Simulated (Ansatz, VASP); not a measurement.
## Zr3Si in VASP and in Ansatz

```
Zr Si
1.0
     6.09783    0.00000    0.00000
    -3.04891    5.28087    0.00000
     0.00000    0.00000    4.94807
Zr Si
6 2
Cartesian
  1.5785 0.9113 3.7111
  4.5193 0.9113 3.7111
  3.0489 3.4582 3.7111
  1.4704 4.3695 1.2370
  -1.4704 4.3695 1.2370
  0.0000 1.8227 1.2370
  3.0489 1.7603 1.2370
  0.0000 3.5206 3.7111
```

Alike in both runs: functional r2SCAN; k mesh 6 × 6 × 8; occupations gaussian, width 0.1 eV; no spin polarisation.

Ansatz relaxed the structure, and its values are those at the end. VASP's run is a single point on that final structure, the one shown.

|  | VASP | Ansatz |
| --- | --- | --- |
| version | VASP 6.6.1 | Ansatz 0.2.0 |
| potentials or method | VASP PAW PBE potentials, release 64 (Zr_sv, Si), cutoff 520 eV | scalar-relativistic, plane waves, PAW |
| valence electrons in the cell | 80 | 80 |

```tsv
	VASP	Ansatz	Ansatz less VASP
gap on the k mesh at the Fermi level (eV)	none	none	-
pressure (GPa)	0.0	0.0	-0.02
```

VASP's potentials were made for PBE, not for r2SCAN. A gap of «none» marks a metal or a gap that the smearing closes.
